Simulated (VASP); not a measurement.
Set up this calculation in VASP 6.6.1, as the native input.

```yaml
Task: single point
Functional: PBE
Potentials_or_basis: VASP PAW PBE potentials, release 64 (Cs_sv)
Cutoff: 520 eV
k_mesh: 7 × 7 × 1
Occupations: gaussian, width 0.1 eV
Spin: no spin polarisation
Dipole_correction: yes
Further_INCAR_settings: ALGO = Fast; EDIFF = 1e-06; NBANDS = 20
```

The structure of Cs lies in POSCAR:

```
Cs
1.0
    5.3329192166      0.0000000000      0.0000000000
   -1.7776397389      5.0279244554      0.0000000000
    0.0000000000      0.0000000000     23.7086206134
Cs
3
Direct
    0.5000000000      0.5000000000      0.3163406308
    0.0000000000      0.0000000000      0.5000000000
    0.5000000000      0.5000000000      0.6836593692
```

The input as run:

INCAR

```
PREC = Accurate
ENCUT = 520
EDIFF = 1E-6
ISMEAR = 0
SIGMA = 0.1
LREAL = F
LASPH = T
NELM = 60
ALGO = Fast
ISIF = 2
LWAVE = F
LCHARG = F
LDIPOL = T
IDIPOL = 3
DIPOL = 0.5 0.5 0.500
GGA = PE
NBANDS = 20
```

KPOINTS

```
regular mesh
0
Gamma
  7 7 1
```

Potentials or basis: VASP PAW PBE potentials, release 64 (Cs_sv).

Launch:

```console
$ cat potpaw_PBE.64/Cs_sv/POTCAR > POTCAR
$ mpirun -np 1 vasp_std > vasp.out
```

It gave:

```yaml
Band_gap_on_the_k_mesh: zero (an odd number of electrons rules out a gap without spin polarisation)
```

Caveat: spin-orbit coupling is left out, which moves the levels of the heavy elements.

Run time: 3.7 min on 1 thread of Intel(R) Xeon(R) Platinum 8488C (Sapphire Rapids) (shared host), peak memory 0.61 GiB.
